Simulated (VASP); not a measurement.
# YAl2N3 (P1) in VASP: single point with PBE

Aim: the single point of YAl2N3 with PBE.

Everything below comes from runs of VASP 6.6.1. Logs are shortened: lines on timing, memory, paths and dates and some standing lists are left out, and cuts for length are marked.

### 1 The cell of the first run

The typed cell holds 12 atoms: a = 3.312 Å, b = 5.269 Å, c = 8.890 Å, α = 90.00°, β = 100.62°, γ = 89.99°.

### 2 Single point, PBE

INCAR reads:

```
SYSTEM = YAl2N3
  ALGO = Normal
  EDIFF = 1E-6
  ENCUT = 520
  GGA = PE
  ISIF = 2
  ISMEAR = 0
  LASPH = .TRUE.
  LCHARG = .TRUE.
  LELF = .TRUE.
  LREAL = .FALSE.
  LVHAR = .TRUE.
  LWAVE = .FALSE.
  NBANDS = 44
  NELM = 100
  PREC = Accurate
  SIGMA = 0.1
```

KPOINTS reads:

```
k-points
0
G
  6 4 2
  0 0 0
```

POSCAR reads:

```
YAl2N3
1.0
    3.2620937073     -0.0709762619     -0.5657454692
    0.1046775226      5.2680600768     -0.0615417796
   -0.1197565852      0.1058507788      8.8880921686
Y Al N
2 4 6
Direct
    0.3673756543      0.0297840222      0.9863202002
    0.1327366837      0.5297759250      0.5136784014
    0.4668988260      0.5432034337      0.1836099172
    0.6959838559      0.0039261243      0.6419171766
    0.0330200915      1.0432024140      0.3163933318
    0.8040475951      0.5039294403      0.8580819624
    0.0040315199      0.6969906713      0.2587594784
    0.7947091582      0.1441219482      0.8396815283
    0.1418898156      0.0819757590      0.5330643935
    0.3581013912      0.5819786898     -0.0330630727
    0.4958562916      0.1969918593      0.2412391007
    0.7053491169      0.6441197128      0.6603175824
```

Potentials or basis: VASP PAW PBE potentials, release 64 (Y_sv, Al, N).

Command:

```console
cat potpaw_PBE.64/Y_sv/POTCAR potpaw_PBE.64/Al/POTCAR potpaw_PBE.64/N/POTCAR > POTCAR
mpirun -np 1 vasp_std > vasp.out
```

OUTCAR:

```text
SYSTEM = YAl2N3
   EDIFF = 1E-6
   ENCUT = 520
   GGA = PE
   ISIF = 2
   ISMEAR = 0
   LASPH = .TRUE.
   LREAL = .FALSE.
   NELM = 100
   PREC = Accurate

 ion  position               nearest neighbor table
   1  0.367  0.030  0.986-   8 2.18   8 2.18  10 2.37  11 2.40  10 2.91   3 3.09   6 3.20   6 3.20
                             3 3.21   5 3.32   5 3.33   6 3.42   6 3.42   4 3.44   4 3.44
   2  0.133  0.530  0.514-  12 2.18  12 2.18   9 2.37   7 2.40   9 2.91   5 3.09   4 3.20   4 3.20
                             5 3.21   3 3.32   3 3.33   4 3.42   4 3.42   6 3.44   6 3.44
   3  0.467  0.543  0.184-  11 1.89  10 1.90   7 1.96   7 1.96   1 3.09   1 3.21   6 3.29   6 3.30
                             5 3.32   5 3.32   5 3.32   5 3.32   2 3.32   2 3.33
   4  0.696  0.004  0.642-   8 1.88  12 1.90   9 1.95   9 1.95   2 3.20   2 3.20   6 3.24   6 3.24
                             5 3.29   5 3.30   2 3.42   2 3.42   1 3.44   1 3.44
   5  0.033  0.043  0.316-   7 1.89   9 1.90  11 1.96  11 1.96   2 3.09   2 3.21   4 3.29   4 3.30
                             3 3.32   3 3.32   3 3.32   3 3.32   1 3.32   1 3.33
   6  0.804  0.504  0.858-  12 1.88   8 1.90  10 1.95  10 1.95   1 3.20   1 3.20   4 3.24   4 3.24
                             3 3.29   3 3.30   1 3.42   1 3.42   2 3.44   2 3.44
   7  0.004  0.697  0.259-   5 1.89   3 1.96   3 1.96   2 2.40
   8  0.795  0.144  0.840-   4 1.88   6 1.90   1 2.18   1 2.18
   9  0.142  0.082  0.533-   5 1.90   4 1.95   4 1.95   2 2.37   2 2.91
  10  0.358  0.582  0.967-   3 1.90   6 1.95   6 1.95   1 2.37   1 2.91
  11  0.496  0.197  0.241-   3 1.89   5 1.96   5 1.96   1 2.40
  12  0.705  0.644  0.660-   6 1.88   4 1.90   2 2.18   2 2.18

  LATTYP: Found a triclinic cell.
 ALAT       =     3.3115496253
 B/A-ratio  =     2.6863240231
 C/A-ratio  =     1.5912367131
 COS(alpha) =     0.0000102629
 COS(beta)  =     0.0001362549
 COS(gamma) =     0.1880496816

  Lattice vectors:

 A1 = (  -3.2620937073,   0.0709762619,   0.5657454692)
 A2 = (  -3.1423371221,  -0.0348745169,  -8.3223466994)
 A3 = (  -0.1046775226,  -5.2680600768,   0.0615417796)

Analysis of symmetry for initial positions (statically):
=====================================================================
 Subroutine PRICEL returns:
 Original cell was already a primitive cell.

 Routine SETGRP: Setting up the symmetry group for a
 triclinic supercell.

 Subroutine GETGRP returns: Found  1 space group operations
 (whereof  1 operations were pure point group operations)
 out of a pool of  2 trial point group operations.

The static configuration has the point symmetry C_1 .

Analysis of symmetry for dynamics (positions and initial velocities):
=====================================================================
 Subroutine PRICEL returns:
 Original cell was already a primitive cell.

 Routine SETGRP: Setting up the symmetry group for a
 triclinic supercell.

 Subroutine GETGRP returns: Found  1 space group operations
 (whereof  1 operations were pure point group operations)
 out of a pool of  2 trial point group operations.

The dynamic configuration has the point symmetry C_1 .

 Subroutine INISYM returns: Found  1 space group operations
 (whereof  1 operations are pure point group operations),
 and found     1 'primitive' translations

----------------------------------------------------------------------------------------

                                     Primitive cell

  volume of cell :     152.4646

  direct lattice vectors                    reciprocal lattice vectors
     3.262093707 -0.070976262 -0.565745469     0.307150107 -0.006053952  0.004210585
     0.104677523  5.268060077 -0.061541780     0.003744863  0.189722979 -0.002209006
    -0.119756585  0.105850779  8.888092169     0.019576670  0.000928309  0.112762802

  length of vectors
     3.311549625  5.269459341  8.889529145     0.307238617  0.189772792  0.114453297

  position of ions in fractional coordinates (direct lattice)
     0.367375654  0.029784022  0.986320200
     0.132736684  0.529775925  0.513678401
     0.466898826  0.543203434  0.183609917
     0.695983856  0.003926124  0.641917177
     0.033020091  0.043202414  0.316393332
     0.804047595  0.503929440  0.858081962
     0.004031520  0.696990671  0.258759478
     0.794709158  0.144121948  0.839681528
     0.141889816  0.081975759  0.533064393
     0.358101391  0.581978690  0.966936927
     0.495856292  0.196991859  0.241239101
     0.705349117  0.644119713  0.660317582

  ion indices of the primitive-cell ions
   primitive index   ion index
                 1           1
                 2           2
                 3           3
                 4           4
                 5           5
                 6           6
                 7           7
                 8           8
                 9           9
                10          10
                11          11
                12          12

----------------------------------------------------------------------------------------

 KPOINTS: k-points

Automatic generation of k-mesh.
 Grid dimensions read from file:
 generate k-points for:    6    4    2

 Generating k-lattice:

  Cartesian coordinates                     Fractional coordinates (reciprocal lattice)
     0.051191685 -0.001008992  0.000701764     0.166666667  0.000000000  0.000000000
     0.000936216  0.047430745 -0.000552252     0.000000000  0.250000000  0.000000000
     0.009788335  0.000464154  0.056381401     0.000000000  0.000000000  0.500000000

  Length of vectors
     0.051206436  0.047443198  0.057226648

  Shift w.r.t. Gamma in fractional coordinates (k-lattice)
     0.000000000  0.000000000  0.000000000

 Subroutine IBZKPT returns following result:
 ===========================================

 Found     28 irreducible k-points:

 Following reciprocal coordinates:
            Coordinates               Weight
  0.000000  0.000000  0.000000      1.000000
  0.166667  0.000000 -0.000000      2.000000
  0.333333  0.000000 -0.000000      2.000000
  0.500000  0.000000 -0.000000      1.000000
  0.000000  0.250000  0.000000      2.000000
  0.166667  0.250000 -0.000000      2.000000
[... 16 lines left out ...]
 -0.333333  0.250000  0.500000      2.000000
 -0.166667  0.250000  0.500000      2.000000
 [... further k-points ...]
   k-points           NKPTS =     28   k-points in BZ     NKDIM =     28   number of bands    NBANDS=     44
   number of dos      NEDOS =    301   number of ions     NIONS =     12
   total plane-waves  NPLWV =  78400
   dimension x,y,z NGX =    28 NGY =   40 NGZ =   70
   dimension x,y,z NGXF=    56 NGYF=   80 NGZF=  140
   ions per type =               2   4   6
   NGX,Y,Z   is equivalent  to a cutoff of  14.06, 12.62, 13.09 a.u.
   NGXF,Y,Z  is equivalent  to a cutoff of  28.11, 25.24, 26.18 a.u.
 SYSTEM =  YAl2N3
   PREC   = accura    normal or accurate (medium, high low for compatibility)
   ISTART =      0    job   : 0-new  1-cont  2-samecut
   ICHARG =      2    charge: 1-file 2-atom 10-const
   ISPIN  =      1    spin polarized calculation?
   LNONCOLLINEAR =      F non collinear calculations
   LSORBIT =      F    spin-orbit coupling
   LASPH  =      T    aspherical Exc in radial PAW
   ENCUT  =  520.0 eV  38.22 Ry    6.18 a.u.   6.16  9.80 16.53*2*pi/ulx,y,z
   NELM   =    100;   NELMIN=  2; NELMDL= -5     # of ELM steps
   EDIFF  = 0.1E-05   stopping-criterion for ELM
   LREAL  =      F    real-space projection
   EDIFFG = 0.1E-04   stopping-criterion for IOM
   NSW    =      0    number of steps for IOM
   IBRION =     -1    ionic relax: 0-MD 1-quasi-New 2-CG
   NFREE  =      0    steps in history (QN), initial steepest desc. (CG)
   ISIF   =      2    stress and relaxation
   ISYM   =      2    0-nonsym 1-usesym 2-fastsym
   POTIM  = 0.5000    time-step for ionic-motion
   TEBEG  =    0.0;   TEEND  =   0.0 temperature during run
   PSTRESS=    0.0 pullay stress
   NELECT =      64.0000    total number of electrons
   NUPDOWN=      -1.0000    fix difference up-down
   EMIN   =  10.00;   EMAX   =-10.00  energy-range for DOS
   EFERMI =   0.00;   METHOD = LEGACY
   ISMEAR =     0;   SIGMA  =   0.10  broadening in eV -4-tet -1-fermi 0-gaus
   EFERMI_NEDOS =   21; number of points for ismear=-14 and -15
   IALGO  =     38    algorithm
   IMIX   =      4    mixing-type and parameters
     AMIX     =   0.40;   BMIX     =  1.00
     AMIX_MAG =   1.60;   BMIX_MAG =  1.00
  volume/ion in A,a.u.               =      12.71        85.74
  Fermi-wavevector in a.u.,A,eV,Ry     =   1.225778  2.316385 20.443184  1.502532
  Thomas-Fermi vector in A             =   2.360803
   LORBIT       =      0    0 simple, 1 ext, 2 COOP (PROOUT), +10 PAW based schemes
   GGA     = PE    functional components
   LHFCALC =     F    Hartree Fock is set to
   AEXX    =    0.0000 exact exchange contribution
   IVDW    =     0    specifies the selected vdW correction
   LEPSILON=     F    determine dielectric tensor
   LRPA    =     F    only Hartree local field effects (RPA)
 non-spin polarized calculation
 Gauss-broadening in eV      SIGMA  =   0.10
  energy-cutoff  :      520.00
  volume of cell :      152.46
 maximum number of plane-waves:      4128
 NGX is ok and might be reduce to    28
   NGX = 13   NGY = 19   NGZ = 33

 number of electron      64.0000002 magnetization

 Free energy of the ion-electron system (eV)
  ---------------------------------------------------
  ext. energy  EPLUGINS =         0.00000000
  ---------------------------------------------------
  free energy    TOTEN  =       -94.05554910 eV

  energy without entropy =      -94.05554910  energy(sigma->0) =      -94.05554910

 E-fermi :   5.2327     XC(G=0): -10.6300

 val. band max:        4.7044208674   @ k =   0.0000  -0.0000   0.5000
 cond. band min:       7.4007394576   @ k =   0.0000   0.0000   0.0000
 fundamental gap:      2.6963185902
 Fermi energy:         5.2326709129

 k-point     1 :       0.0000    0.0000    0.0000
  band No.  band energies     occupation
      1     -35.8110      2.00000
      2     -35.8105      2.00000
      3     -16.1401      2.00000
      4     -16.0995      2.00000
      5     -15.9588      2.00000
      6     -15.9579      2.00000
[... 36 lines left out ...]
     43      11.2960      0.00000
     44      11.5340      0.00000

 k-point     2 :       0.1667    0.0000   -0.0000
  band No.  band energies     occupation
      1     -35.7939      2.00000
      2     -35.7934      2.00000
      3     -16.1273      2.00000
      4     -16.0976      2.00000
      5     -15.9374      2.00000
      6     -15.9367      2.00000
[... 36 lines left out ...]
     43      12.0205      0.00000
     44      12.1142      0.00000

 k-point     3 :       0.3333    0.0000   -0.0000
  band No.  band energies     occupation
      1     -35.7594      2.00000
      2     -35.7590      2.00000
      3     -16.4147      2.00000
      4     -16.4011      2.00000
      5     -15.9421      2.00000
      6     -15.9277      2.00000
[... 36 lines left out ...]
     43      12.1839      0.00000
     44      12.3270      0.00000

 k-point     4 :       0.5000    0.0000   -0.0000
  band No.  band energies     occupation
      1     -35.7420      2.00000
      2     -35.7417      2.00000
      3     -16.6066      2.00000
      4     -16.5923      2.00000
      5     -15.8961      2.00000
      6     -15.8923      2.00000
[... 882 lines left out ...]
     43      11.9552      0.00000
     44      12.3567      0.00000

 k-point    23 :      -0.3333    0.2500    0.5000
  band No.  band energies     occupation
      1     -35.7592      2.00000
      2     -35.7590      2.00000
      3     -16.4122      2.00000
      4     -16.4016      2.00000
      5     -15.9449      2.00000
      6     -15.9410      2.00000
[... 36 lines left out ...]
     43      12.0991      0.00000
     44      12.3946      0.00000

 k-point    24 :      -0.1667    0.2500    0.5000
  band No.  band energies     occupation
      1     -35.7936      2.00000
      2     -35.7934      2.00000
      3     -16.1207      2.00000
      4     -16.1117      2.00000
      5     -15.9556      2.00000
      6     -15.9546      2.00000
[... 36 lines left out ...]
     43      12.1408      0.00000
     44      12.3620      0.00000

 [... further k-points ...]
[... 5 lines left out ...]
  --------------------------------------------------------------------------------------
  -------------------------------------------------------------------------------------
  Total       -0.1751744     -0.1461446     -0.1040481     -0.0080350      0.0051188     -0.1027159
  in kB       -1.8408242     -1.5357637     -1.0933918     -0.0844363      0.0537909     -1.0793917
  external PRESSURE =      -1.4899932 kB  Pullay stress =       0.0000000 kB

 VOLUME and BASIS-vectors are now :
 -----------------------------------------------------------------------------
  energy-cutoff  :      520.00
  volume of cell :      152.46
      direct lattice vectors                 reciprocal lattice vectors
     3.262093707 -0.070976262 -0.565745469     0.307150107 -0.006053952  0.004210585
     0.104677523  5.268060077 -0.061541780     0.003744863  0.189722979 -0.002209006
    -0.119756585  0.105850779  8.888092169     0.019576670  0.000928309  0.112762802

 POSITION                                       TOTAL-FORCE (eV/Angst)
 -----------------------------------------------------------------------------------
      1.08341      0.23523      8.55683         0.001028     -0.005883      0.007117
      0.42694      2.83584      4.45792        -0.001620     -0.005689     -0.006996
      1.55794      2.84792      1.33437         0.001122      0.003671      0.007822
      2.19390      0.03923      5.31143        -0.000631     -0.000929     -0.003611
      0.07435      0.25874      2.79079        -0.000748      0.003222     -0.008600
      2.57287      2.68849      7.14081         0.000637     -0.000932      0.003791
      0.05512      3.69889      2.25470        -0.000812     -0.003147     -0.000915
      2.50694      0.79172      7.00469        -0.001152      0.002643     -0.008427
      0.40760      0.47821      4.65261         0.000185      0.003775      0.004523
      1.11328      3.14283      8.35581        -0.000098      0.003681     -0.004612
      1.60926      1.02811      1.85150         0.000384     -0.003183      0.001618
      2.28926      3.41309      5.43028         0.001705      0.002772      0.008291
 -----------------------------------------------------------------------------------
    total drift:                                0.000004     -0.000086      0.000007

  FREE ENERGIE OF THE ION-ELECTRON SYSTEM (eV)
  ---------------------------------------------------
  free  energy   TOTEN  =       -94.0555491018 eV

  energy  without entropy=      -94.0555491018  energy(sigma->0) =      -94.05554910
```

Run time: 2.2 min. Hardware: 1 thread of AMD EPYC 9R45 (Zen 5), shared host; peak memory 0.34 GiB.

What came out:

```
Free energy            : -94.0555 eV
Pressure               : -0.1 GPa
Largest force          : 0.009 eV/Å
Band gap on the k mesh : 2.70 eV, indirect (least direct gap 2.72 eV)
```

Forces in eV/Å, atoms in the order of the input:
```
Y    0.001 -0.006  0.007
Y   -0.002 -0.006 -0.007
Al   0.001  0.004  0.008
Al  -0.001 -0.001 -0.004
Al  -0.001  0.003 -0.009
Al   0.001 -0.001  0.004
N   -0.001 -0.003 -0.001
N   -0.001  0.003 -0.008
N    0.000  0.004  0.005
N    0.000  0.004 -0.005
N    0.000 -0.003  0.002
N    0.002  0.003  0.008
```

Stress tensor (GPa, compression positive):
```
-0.18 -0.01 -0.11
-0.01 -0.15  0.01
-0.11  0.01 -0.11
```
